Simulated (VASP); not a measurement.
# Tl (C2/c) in VASP: single point with RPBE

Aim: the single point of Tl with RPBE.

Program: VASP 6.6.1. These are calculated values, not measurements. Logs are shortened: lines on timing, memory, paths and dates and some standing lists are left out, and cuts for length are marked.

## (1) The cell of the first run

The structure is monoclinic, space group C2/c (No. 15). The conventional cell has a = 3.471 Å, b = 11.944 Å, c = 3.594 Å, α = 90.00°, β = 114.21°, γ = 90.00°. Tl (site symmetry 2) has 14 Tl at 3.47 to 4.41 Å within 4.6 Å.

## (2) Single point, RPBE

INCAR

```
SYSTEM = Tl
PREC = Accurate
ENCUT = 520
EDIFF = 1E-6
ISMEAR = -1
SIGMA = 0.1
LREAL = .False.
LASPH = .True.
NELM = 60
ALGO = Normal
ISIF = 2
LWAVE = .False.
LCHARG = .False.
GGA = RP
ISYM = 0
NBANDS = 20
```

KPOINTS

```
Automatic mesh
0
Gamma
  11 11 8
  0 0 0
```

POSCAR

```
Tl
1.0
   -4.2641153460      4.1814291466      1.7347464141
    4.1814291466     -4.2641153460      1.7347464141
    2.3643635928      2.3643635928     -1.8861863398
Tl
2
Direct
    0.9974817750      0.0025182250      1.0000000000
    0.7525182250      0.2474817750      0.5000000000
```

Potentials or basis: VASP PAW PBE potentials, release 64 (Tl_d).

Started as:

```sh
$ cat potpaw_PBE.64/Tl_d/POTCAR > POTCAR
$ mpirun -np 1 vasp_std > vasp.out
```

OUTCAR:

```text
SYSTEM = Tl
   PREC = Accurate
   ENCUT = 520
   EDIFF = 1E-6
   ISMEAR = -1
   LREAL = .False.
   LASPH = .True.
   NELM = 60
   ISIF = 2
   GGA = RP
   ISYM = 0

 ion  position               nearest neighbor table
   1  0.997  0.003  0.000-   2 3.50   2 3.50   2 3.54   2 3.54
   2  0.753  0.247  0.500-   1 3.50   1 3.50   1 3.54   1 3.54

IMPORTANT INFORMATION: All symmetrisations will be switched off!
NOSYMM: (Re-)initialisation of all symmetry stuff for point group C_1.

----------------------------------------------------------------------------------------

                                     Primitive cell

  volume of cell :      67.9628

  direct lattice vectors                    reciprocal lattice vectors
    -4.264115346  4.181429147  1.734746414     0.057992658  0.176398286  0.293812654
     4.181429147 -4.264115346  1.734746414     0.176398286  0.057992658  0.293812654
     2.364363593  2.364363593 -1.886186340     0.215571941  0.215571941  0.010275176

  length of vectors
     6.219033246  6.219033246  3.839027130     0.347570683  0.347570683  0.305037871

  position of ions in fractional coordinates (direct lattice)
     0.997481775  0.002518225  0.000000000
     0.752518225  0.247481775  0.500000000

  ion indices of the primitive-cell ions
   primitive index   ion index
                 1           1
                 2           2

----------------------------------------------------------------------------------------

 KPOINTS: Automatic mesh

Automatic generation of k-mesh.
 Grid dimensions read from file:
 generate k-points for:   11   11    8

 Generating k-lattice:

  Cartesian coordinates                     Fractional coordinates (reciprocal lattice)
     0.005272060  0.016036208  0.026710241     0.090909091 -0.000000000  0.000000000
     0.016036208  0.005272060  0.026710241    -0.000000000  0.090909091  0.000000000
     0.026946493  0.026946493  0.001284397     0.000000000  0.000000000  0.125000000

  Length of vectors
     0.031597335  0.031597335  0.038129734

  Shift w.r.t. Gamma in fractional coordinates (k-lattice)
     0.000000000  0.000000000  0.000000000

 Subroutine IBZKPT returns following result:
 ===========================================

 Found    485 irreducible k-points:

 Following reciprocal coordinates:
            Coordinates               Weight
  0.000000  0.000000  0.000000      1.000000
  0.090909  0.000000 -0.000000      2.000000
 -0.000000 -0.090909  0.000000      2.000000
  0.181818  0.000000  0.000000      2.000000
 -0.000000 -0.181818 -0.000000      2.000000
  0.272727  0.000000  0.000000      2.000000
[... 16 lines left out ...]
 -0.363636  0.090909 -0.000000      2.000000
 -0.090909  0.363636  0.000000      2.000000
 [... further k-points ...]
   k-points           NKPTS =    485   k-points in BZ     NKDIM =    485   number of bands    NBANDS=     20
   number of dos      NEDOS =    301   number of ions     NIONS =      2
   total plane-waves  NPLWV =  69120
   dimension x,y,z NGX =    48 NGY =   48 NGZ =   30
   dimension x,y,z NGXF=    96 NGYF=   96 NGZF=   60
   ions per type =               2
   NGX,Y,Z   is equivalent  to a cutoff of  12.83, 12.83, 12.99 a.u.
   NGXF,Y,Z  is equivalent  to a cutoff of  25.66, 25.66, 25.98 a.u.
 SYSTEM =  Tl
   PREC   = accura    normal or accurate (medium, high low for compatibility)
   ISTART =      0    job   : 0-new  1-cont  2-samecut
   ICHARG =      2    charge: 1-file 2-atom 10-const
   ISPIN  =      1    spin polarized calculation?
   LNONCOLLINEAR =      F non collinear calculations
   LSORBIT =      F    spin-orbit coupling
   LASPH  =      T    aspherical Exc in radial PAW
   ENCUT  =  520.0 eV  38.22 Ry    6.18 a.u.  11.56 11.56  7.14*2*pi/ulx,y,z
   NELM   =     60;   NELMIN=  2; NELMDL= -5     # of ELM steps
   EDIFF  = 0.1E-05   stopping-criterion for ELM
   LREAL  =      F    real-space projection
   EDIFFG = 0.1E-04   stopping-criterion for IOM
   NSW    =      0    number of steps for IOM
   IBRION =     -1    ionic relax: 0-MD 1-quasi-New 2-CG
   NFREE  =      0    steps in history (QN), initial steepest desc. (CG)
   ISIF   =      2    stress and relaxation
   ISYM   =      0    0-nonsym 1-usesym 2-fastsym
   POTIM  = 0.5000    time-step for ionic-motion
   TEBEG  =    0.0;   TEEND  =   0.0 temperature during run
   PSTRESS=    0.0 pullay stress
   NELECT =      26.0000    total number of electrons
   NUPDOWN=      -1.0000    fix difference up-down
   EMIN   =  10.00;   EMAX   =-10.00  energy-range for DOS
   EFERMI =   0.00;   METHOD = LEGACY
   ISMEAR =    -1;   SIGMA  =   0.10  broadening in eV -4-tet -1-fermi 0-gaus
   EFERMI_NEDOS =   21; number of points for ismear=-14 and -15
   IALGO  =     38    algorithm
   IMIX   =      4    mixing-type and parameters
     AMIX     =   0.40;   BMIX     =  1.00
     AMIX_MAG =   1.60;   BMIX_MAG =  1.00
  volume/ion in A,a.u.               =      33.98       229.32
  Fermi-wavevector in a.u.,A,eV,Ry     =   1.188435  2.245817 19.216569  1.412378
  Thomas-Fermi vector in A             =   2.324565
   LORBIT       =      0    0 simple, 1 ext, 2 COOP (PROOUT), +10 PAW based schemes
   GGA     = RP    functional components
   LHFCALC =     F    Hartree Fock is set to
   AEXX    =    0.0000 exact exchange contribution
   IVDW    =     0    specifies the selected vdW correction
   LEPSILON=     F    determine dielectric tensor
   LRPA    =     F    only Hartree local field effects (RPA)
 non-spin polarized calculation
  energy-cutoff  :      520.00
  volume of cell :       67.96
 maximum number of plane-waves:      1848
   NGX = 23   NGY = 23   NGZ = 15

 number of electron      26.0000000 magnetization

 Free energy of the ion-electron system (eV)
  ---------------------------------------------------
  ext. energy  EPLUGINS =         0.00000000
  ---------------------------------------------------
  free energy    TOTEN  =        -3.63754295 eV

  energy without entropy =       -3.59152538  energy(sigma->0) =       -3.61453416

 E-fermi :   5.1367     XC(G=0):  -9.2106

 val. band max:        5.1330455197   @ k =  -0.3636   0.1818   0.1250
 cond. band min:       5.1489022142   @ k =  -0.2727  -0.4545  -0.3750
 fundamental gap:      0.0158566946
 Fermi energy:         5.1366879982

 k-point     1 :       0.0000    0.0000    0.0000
  band No.  band energies     occupation
      1      -6.5650      2.00000
      2      -6.5449      2.00000
      3      -6.5146      2.00000
      4      -6.4189      2.00000
      5      -6.4038      2.00000
      6      -6.3031      2.00000
[... 12 lines left out ...]
     19      14.8492      0.00000
     20      16.4161      0.00000

 k-point     2 :       0.0909    0.0000   -0.0000
  band No.  band energies     occupation
      1      -6.5390      2.00000
      2      -6.5187      2.00000
      3      -6.4858      2.00000
      4      -6.4009      2.00000
      5      -6.3980      2.00000
      6      -6.3190      2.00000
[... 12 lines left out ...]
     19      15.1641      0.00000
     20      15.7289      0.00000

 k-point     3 :      -0.0000   -0.0909    0.0000
  band No.  band energies     occupation
      1      -6.5390      2.00000
      2      -6.5187      2.00000
      3      -6.4858      2.00000
      4      -6.4009      2.00000
      5      -6.3980      2.00000
      6      -6.3190      2.00000
[... 12 lines left out ...]
     19      15.1641      0.00000
     20      15.7285      0.00000

 k-point     4 :       0.1818    0.0000    0.0000
  band No.  band energies     occupation
      1      -6.4878      2.00000
      2      -6.4793      2.00000
      3      -6.4243      2.00000
      4      -6.3808      2.00000
      5      -6.3489      2.00000
      6      -6.3366      2.00000
[... 12 lines left out ...]
     19      14.2567      0.00000
     20      14.8544      0.00000

 k-point     5 :      -0.0000   -0.1818   -0.0000
  band No.  band energies     occupation
      1      -6.4878      2.00000
      2      -6.4793      2.00000
      3      -6.4243      2.00000
      4      -6.3808      2.00000
      5      -6.3489      2.00000
      6      -6.3366      2.00000
[... 12 lines left out ...]
     19      14.2567      0.00000
     20      14.8544      0.00000

 k-point     6 :       0.2727    0.0000    0.0000
  band No.  band energies     occupation
      1      -6.5103      2.00000
      2      -6.4564      2.00000
      3      -6.4470      2.00000
      4      -6.3968      2.00000
      5      -6.3472      2.00000
      6      -6.2847      2.00000
[... 12 lines left out ...]
     19      13.6407      0.00000
     20      14.5494      0.00000

 k-point     7 :      -0.0000   -0.2727   -0.0000
  band No.  band energies     occupation
      1      -6.5103      2.00000
      2      -6.4564      2.00000
      3      -6.4470      2.00000
      4      -6.3968      2.00000
      5      -6.3472      2.00000
      6      -6.2847      2.00000
[... 12 lines left out ...]
     19      13.6407      0.00000
     20      14.5494      0.00000
[... 277 lines left out ...]
 k-point    20 :      -0.0909   -0.4545    0.0000
  band No.  band energies     occupation
      1      -6.5857      2.00000
      2      -6.5498      2.00000
      3      -6.5136      2.00000
      4      -6.4507      2.00000
      5      -6.3862      2.00000
      6      -6.2138      2.00000
[... 12 lines left out ...]
     19      12.5631      0.00000
     20      13.3323      0.00000

 k-point    21 :      -0.4545    0.0909    0.0000
  band No.  band energies     occupation
      1      -6.5548      2.00000
      2      -6.5165      2.00000
      3      -6.4832      2.00000
      4      -6.4396      2.00000
      5      -6.3707      2.00000
      6      -6.2106      2.00000
[... 12 lines left out ...]
     19      13.1347      0.00000
     20      13.7189      0.00000

 k-point    22 :      -0.0909    0.4545    0.0000
  band No.  band energies     occupation
      1      -6.5548      2.00000
      2      -6.5165      2.00000
      3      -6.4832      2.00000
      4      -6.4396      2.00000
      5      -6.3707      2.00000
      6      -6.2106      2.00000
[... 12 lines left out ...]
     19      13.1347      0.00000
     20      13.7189      0.00000

 k-point    23 :      -0.3636    0.0909   -0.0000
  band No.  band energies     occupation
      1      -6.5098      2.00000
      2      -6.4749      2.00000
      3      -6.4408      2.00000
      4      -6.3999      2.00000
      5      -6.3500      2.00000
      6      -6.2705      2.00000
[... 12 lines left out ...]
     19      13.5073      0.00000
     20      14.1019      0.00000

 k-point    24 :      -0.0909    0.3636    0.0000
  band No.  band energies     occupation
      1      -6.5098      2.00000
      2      -6.4749      2.00000
      3      -6.4408      2.00000
      4      -6.3999      2.00000
      5      -6.3500      2.00000
      6      -6.2705      2.00000
[... 12 lines left out ...]
     19      13.5073      0.00000
     20      14.1019      0.00000

 [... further k-points ...]

------------------------ aborting loop because EDIFF is reached ----------------------------------------

  FORCE on cell =-STRESS in cart. coord.  units (eV):
  Direction    XX          YY          ZZ          XY          YZ          ZX
  --------------------------------------------------------------------------------------
  -------------------------------------------------------------------------------------
  Total       -0.0129076     -0.0129074     -0.0365736      0.0038645      0.0042536      0.0042536
  in kB       -0.3042879     -0.3042820     -0.8621986      0.0911032      0.1002747      0.1002753
  external PRESSURE =      -0.4902562 kB  Pullay stress =       0.0000000 kB

 VOLUME and BASIS-vectors are now :
 -----------------------------------------------------------------------------
  energy-cutoff  :      520.00
  volume of cell :       67.96
      direct lattice vectors                 reciprocal lattice vectors
    -4.264115346  4.181429147  1.734746414     0.057992658  0.176398286  0.293812654
     4.181429147 -4.264115346  1.734746414     0.176398286  0.057992658  0.293812654
     2.364363593  2.364363593 -1.886186340     0.215571941  0.215571941  0.010275176

 POSITION                                       TOTAL-FORCE (eV/Angst)
 -----------------------------------------------------------------------------------
     -4.24285      4.16016      1.73475        -0.004046      0.004046     -0.000000
     -0.99182      3.27349      0.79165         0.004046     -0.004046      0.000000
 -----------------------------------------------------------------------------------
    total drift:                               -0.000001      0.000000     -0.000000

  FREE ENERGIE OF THE ION-ELECTRON SYSTEM (eV)
  ---------------------------------------------------
  free  energy   TOTEN  =        -3.6375429476 eV

  energy  without entropy=       -3.5915253783  energy(sigma->0) =       -3.61453416
```

Run time: 7.9 min. Hardware: 1 thread of Intel Xeon Platinum 8259CL at 2.50GHz (Skylake/Cascade Lake), shared host; peak memory 0.65 GiB.

Results:

```
Free energy            : -3.6375 eV
Pressure               : 0.0 GPa
Largest force          : 0.006 eV/Å
Band gap on the k mesh : zero (bands 13 and 14 overlap by 4.58 eV)
```

Forces on the atoms (eV/Å):
```
Tl  -0.004  0.004  0.000
Tl   0.004 -0.004  0.000
```

Caveat: the PAW data sets were made with another functional, which shifts forces and pressure a little; spin-orbit coupling is left out, which moves the levels of the heavy elements.
